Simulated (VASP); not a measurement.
# MgO (Fm-3m) in VASP: single point with LDA

Aim: the single point of MgO with LDA.

All numbers are computed with VASP 6.6.1; they aren't measurements. Logs are shortened: lines on timing, memory, paths and dates and some standing lists are left out, and cuts for length are marked.

### Step 1. The cell of the first run

It takes space group Fm-3m (No. 225, cubic). Conventional cell: a = 4.161 Å, b = 4.161 Å, c = 4.161 Å, α = 90.00°, β = 90.00°, γ = 90.00°. Mg (site symmetry m-3m) has 6 O at 2.08 Å within 2.8 Å. O (site symmetry m-3m) has 6 Mg at 2.08 Å within 2.8 Å.

### Step 2. Single point, LDA

INCAR reads:

```
  PREC = Accurate
  ENCUT = 840
  EDIFF = 1E-6
  ISMEAR = 0
  SIGMA = 0.02
  LREAL = F
  LASPH = T
  NELM = 120
  ALGO = Normal
  ISIF = 2
  LWAVE = F
  LCHARG = T
  GGA = CA
  LELF = T
  LVHAR = T
  NBANDS = 24
  GGA_COMPAT = F
```

KPOINTS reads:

```
Automatic mesh
0
Gamma
  8 8 6
```

POSCAR reads:

```
MgO
1.0
    2.9420219319      0.0000000000      0.0000000000
    0.0000000000      2.9420219319      0.0000000000
    0.0000000000      0.0000000000      4.1606473400
Mg O
2 2
Direct
    0.0000000000      0.0000000000      0.0000000000
    0.5000000000      0.5000000000      0.5000000000
    0.5000000000      0.5000000000      0.0000000000
    0.0000000000      1.0000000000      0.5000000000
```

Potentials or basis: VASP PAW LDA potentials, release 64 (Mg_sv, O).

Launch:

```sh
$ cat potpaw_LDA.64/Mg_sv/POTCAR potpaw_LDA.64/O/POTCAR > POTCAR
$ mpirun -np 1 vasp_std > vasp.out
```

OUTCAR:

```text
PREC = Accurate
   ENCUT = 840
   EDIFF = 1E-6
   ISMEAR = 0
   LREAL = F
   LASPH = T
   NELM = 120
   ISIF = 2
   GGA = CA

 ion  position               nearest neighbor table
   1  0.000  0.000  0.000-   3 2.08   3 2.08   3 2.08   3 2.08   4 2.08   4 2.08
   2  0.500  0.500  0.500-   4 2.08   4 2.08   4 2.08   4 2.08   3 2.08   3 2.08
   3  0.500  0.500  0.000-   1 2.08   1 2.08   1 2.08   1 2.08   2 2.08   2 2.08
   4  0.000  0.000  0.500-   2 2.08   2 2.08   2 2.08   2 2.08   1 2.08   1 2.08

  LATTYP: Found a simple tetragonal cell.
 ALAT       =     2.9420219319
 C/A-ratio  =     1.4142135702

  Lattice vectors:

 A1 = (   2.9420219319,   0.0000000000,   0.0000000000)
 A2 = (   0.0000000000,   2.9420219319,   0.0000000000)
 A3 = (   0.0000000000,   0.0000000000,   4.1606473400)

Analysis of symmetry for initial positions (statically):
=====================================================================
 Subroutine PRICEL returns following result:

  LATTYP: Found a face centered cubic cell.
 ALAT       =     4.1606473284

  Lattice vectors:

 A1 = (  -1.4710109659,  -1.4710109659,  -2.0803236700)
 A2 = (   1.4710109659,  -1.4710109659,  -2.0803236700)
 A3 = (   0.0000000000,  -2.9420219319,   0.0000000000)

   2 primitive cells build up your supercell.

 Routine SETGRP: Setting up the symmetry group for a
 simple tetragonal supercell.

 Subroutine GETGRP returns: Found 16 space group operations
 (whereof 16 operations were pure point group operations)
 out of a pool of 16 trial point group operations.

The static configuration has the point symmetry D_4h.

Analysis of symmetry for dynamics (positions and initial velocities):
=====================================================================
 Subroutine PRICEL returns following result:

  LATTYP: Found a face centered cubic cell.
 ALAT       =     4.1606473284

  Lattice vectors:

 A1 = (  -1.4710109659,  -1.4710109659,  -2.0803236700)
 A2 = (   1.4710109659,  -1.4710109659,  -2.0803236700)
 A3 = (   0.0000000000,  -2.9420219319,   0.0000000000)

   2 primitive cells build up your supercell.

 Routine SETGRP: Setting up the symmetry group for a
 simple tetragonal supercell.

 Subroutine GETGRP returns: Found 16 space group operations
 (whereof 16 operations were pure point group operations)
 out of a pool of 16 trial point group operations.

The dynamic configuration has the point symmetry D_4h.

 Subroutine INISYM returns: Found 16 space group operations
 (whereof 16 operations are pure point group operations),
 and found     2 'primitive' translations

----------------------------------------------------------------------------------------

                                     Primitive cell

  volume of cell :      18.0062

  direct lattice vectors                    reciprocal lattice vectors
    -1.471010966 -1.471010966 -2.080323670    -0.339902293  0.000000000 -0.240347215
     1.471010966 -1.471010966 -2.080323670     0.339902293  0.000000000 -0.240347215
     0.000000000 -2.942021932  0.000000000     0.000000000 -0.339902293  0.240347215

  length of vectors
     2.942021940  2.942021940  2.942021932     0.416293589  0.416293589  0.416293589

  position of ions in fractional coordinates (direct lattice)
     0.000000000  0.000000000  0.000000000
     0.500000000  0.500000000  0.500000000

  ion indices of the primitive-cell ions
   primitive index   ion index
                 1           1
                 2           4

----------------------------------------------------------------------------------------

 KPOINTS: Automatic mesh

Automatic generation of k-mesh.
 Grid dimensions read from file:
 generate k-points for:    8    8    6

 Generating k-lattice:

  Cartesian coordinates                     Fractional coordinates (reciprocal lattice)
     0.042487787  0.000000000  0.000000000     0.125000000  0.000000000  0.000000000
     0.000000000  0.042487787  0.000000000     0.000000000  0.125000000  0.000000000
     0.000000000  0.000000000  0.040057869     0.000000000  0.000000000  0.166666667

  Length of vectors
     0.042487787  0.042487787  0.040057869

  Shift w.r.t. Gamma in fractional coordinates (k-lattice)
     0.000000000  0.000000000  0.000000000

 Subroutine IBZKPT returns following result:
 ===========================================

 Found     60 irreducible k-points:

 Following reciprocal coordinates:
            Coordinates               Weight
  0.000000  0.000000  0.000000      1.000000
  0.125000  0.000000  0.000000      4.000000
  0.250000  0.000000  0.000000      4.000000
  0.375000  0.000000  0.000000      4.000000
  0.500000  0.000000  0.000000      2.000000
  0.125000  0.125000  0.000000      4.000000
[... 16 lines left out ...]
  0.375000  0.125000  0.166667     16.000000
  0.500000  0.125000  0.166667      8.000000
 [... further k-points ...]
   k-points           NKPTS =     60   k-points in BZ     NKDIM =     60   number of bands    NBANDS=     24
   number of dos      NEDOS =    301   number of ions     NIONS =      4
   total plane-waves  NPLWV =  31360
   dimension x,y,z NGX =    28 NGY =   28 NGZ =   40
   dimension x,y,z NGXF=    56 NGYF=   56 NGZF=   80
   ions per type =               2   2
   NGX,Y,Z   is equivalent  to a cutoff of  15.82, 15.82, 15.98 a.u.
   NGXF,Y,Z  is equivalent  to a cutoff of  31.64, 31.64, 31.97 a.u.
 SYSTEM =  unknown system
   PREC   = accura    normal or accurate (medium, high low for compatibility)
   ISTART =      0    job   : 0-new  1-cont  2-samecut
   ICHARG =      2    charge: 1-file 2-atom 10-const
   ISPIN  =      1    spin polarized calculation?
   LNONCOLLINEAR =      F non collinear calculations
   LSORBIT =      F    spin-orbit coupling
   LASPH  =      T    aspherical Exc in radial PAW
   ENCUT  =  840.0 eV  61.74 Ry    7.86 a.u.   6.95  6.95  9.83*2*pi/ulx,y,z
   NELM   =    120;   NELMIN=  2; NELMDL= -5     # of ELM steps
   EDIFF  = 0.1E-05   stopping-criterion for ELM
   LREAL  =      F    real-space projection
   EDIFFG = 0.1E-04   stopping-criterion for IOM
   NSW    =      0    number of steps for IOM
   IBRION =     -1    ionic relax: 0-MD 1-quasi-New 2-CG
   NFREE  =      0    steps in history (QN), initial steepest desc. (CG)
   ISIF   =      2    stress and relaxation
   ISYM   =      2    0-nonsym 1-usesym 2-fastsym
   POTIM  = 0.5000    time-step for ionic-motion
   TEBEG  =    0.0;   TEEND  =   0.0 temperature during run
   PSTRESS=    0.0 pullay stress
   NELECT =      32.0000    total number of electrons
   NUPDOWN=      -1.0000    fix difference up-down
   EMIN   =  10.00;   EMAX   =-10.00  energy-range for DOS
   EFERMI =   0.00;   METHOD = LEGACY
   ISMEAR =     0;   SIGMA  =   0.02  broadening in eV -4-tet -1-fermi 0-gaus
   EFERMI_NEDOS =   21; number of points for ismear=-14 and -15
   IALGO  =     38    algorithm
   IMIX   =      4    mixing-type and parameters
     AMIX     =   0.40;   BMIX     =  1.00
     AMIX_MAG =   1.60;   BMIX_MAG =  1.00
  volume/ion in A,a.u.               =       9.00        60.76
  Fermi-wavevector in a.u.,A,eV,Ry     =   1.573888  2.974218 33.703325  2.477125
  Thomas-Fermi vector in A             =   2.675105
   LORBIT       =      0    0 simple, 1 ext, 2 COOP (PROOUT), +10 PAW based schemes
   GGA     = CA    functional components
   LHFCALC =     F    Hartree Fock is set to
   AEXX    =    0.0000 exact exchange contribution
   IVDW    =     0    specifies the selected vdW correction
   LEPSILON=     F    determine dielectric tensor
   LRPA    =     F    only Hartree local field effects (RPA)
 non-spin polarized calculation
 Gauss-broadening in eV      SIGMA  =   0.02
  energy-cutoff  :      840.00
  volume of cell :       36.01
 maximum number of plane-waves:      2024
 NGX is ok and might be reduce to    28
   NGX = 13   NGY = 13   NGZ = 19

 number of electron      31.9999975 magnetization

 Free energy of the ion-electron system (eV)
  ---------------------------------------------------
  ext. energy  EPLUGINS =         0.00000000
  ---------------------------------------------------
  free energy    TOTEN  =       -26.46702466 eV

  energy without entropy =      -26.46702466  energy(sigma->0) =      -26.46702466

 E-fermi :   3.1214     XC(G=0): -12.1251

 val. band max:        2.8525404825   @ k =   0.0000   0.0000   0.0000
 cond. band min:       7.8868940646   @ k =   0.0000   0.0000   0.0000
 fundamental gap:      5.0343535820
 Fermi energy:         3.1213700136

 k-point     1 :       0.0000    0.0000    0.0000
  band No.  band energies     occupation
      1     -68.3655      2.00000
      2     -68.3503      2.00000
      3     -35.9114      2.00000
      4     -35.8571      2.00000
      5     -35.8571      2.00000
      6     -35.8220      2.00000
[... 16 lines left out ...]
     23      18.5824      0.00000
     24      22.0574      0.00000

 k-point     2 :       0.1250    0.0000    0.0000
  band No.  band energies     occupation
      1     -68.3644      2.00000
      2     -68.3505      2.00000
      3     -35.9073      2.00000
      4     -35.8641      2.00000
      5     -35.8548      2.00000
      6     -35.8319      2.00000
[... 16 lines left out ...]
     23      18.8506      0.00000
     24      21.7108      0.00000

 k-point     3 :       0.2500    0.0000    0.0000
  band No.  band energies     occupation
      1     -68.3615      2.00000
      2     -68.3508      2.00000
      3     -35.8959      2.00000
      4     -35.8803      2.00000
      5     -35.8559      2.00000
      6     -35.8485      2.00000
[... 16 lines left out ...]
     23      19.6545      0.00000
     24      21.1571      0.00000
[... 514 lines left out ...]
 k-point    23 :       0.3750    0.1250    0.1667
  band No.  band energies     occupation
      1     -68.3566      2.00000
      2     -68.3520      2.00000
      3     -35.9049      2.00000
      4     -35.8919      2.00000
      5     -35.8658      2.00000
      6     -35.8439      2.00000
[... 16 lines left out ...]
     23      19.8330      0.00000
     24      20.0456      0.00000

 k-point    24 :       0.5000    0.1250    0.1667
  band No.  band energies     occupation
      1     -68.3538      2.00000
      2     -68.3538      2.00000
      3     -35.9057      2.00000
      4     -35.9057      2.00000
      5     -35.8528      2.00000
      6     -35.8528      2.00000
[... 16 lines left out ...]
     23      20.0781      0.00000
     24      20.0781      0.00000

 [... further k-points ...]

------------------------ aborting loop because EDIFF is reached ----------------------------------------

  FORCE on cell =-STRESS in cart. coord.  units (eV):
  Direction    XX          YY          ZZ          XY          YZ          ZX
  --------------------------------------------------------------------------------------
  -------------------------------------------------------------------------------------
  Total        0.0995675      0.0995675      0.0987365      0.0000000      0.0000000     -0.0000000
  in kB        4.4297108      4.4297108      4.3927416      0.0000000      0.0000000     -0.0000000
  external PRESSURE =       4.4173877 kB  Pullay stress =       0.0000000 kB

 VOLUME and BASIS-vectors are now :
 -----------------------------------------------------------------------------
  energy-cutoff  :      840.00
  volume of cell :       36.01
      direct lattice vectors                 reciprocal lattice vectors
     2.942021932  0.000000000  0.000000000     0.339902293  0.000000000  0.000000000
     0.000000000  2.942021932  0.000000000     0.000000000  0.339902293  0.000000000
     0.000000000  0.000000000  4.160647340     0.000000000  0.000000000  0.240347215

 POSITION                                       TOTAL-FORCE (eV/Angst)
 -----------------------------------------------------------------------------------
      0.00000      0.00000      0.00000        -0.000000     -0.000000     -0.000000
      1.47101      1.47101      2.08032         0.000000      0.000000     -0.000000
      1.47101      1.47101      0.00000        -0.000000     -0.000000      0.000000
      0.00000      0.00000      2.08032        -0.000000     -0.000000      0.000000
 -----------------------------------------------------------------------------------
    total drift:                                0.000000      0.000000      0.000000

  FREE ENERGIE OF THE ION-ELECTRON SYSTEM (eV)
  ---------------------------------------------------
  free  energy   TOTEN  =       -26.4670246560 eV

  energy  without entropy=      -26.4670246560  energy(sigma->0) =      -26.46702466
```

It took 52 s on 1 thread of Intel Xeon Platinum 8375C at 2.90GHz (Ice Lake), shared host; peak memory 0.21 GiB.

Results:

```
Free energy            : -26.4670 eV
Pressure               : 0.4 GPa
Band gap on the k mesh : 5.03 eV
```
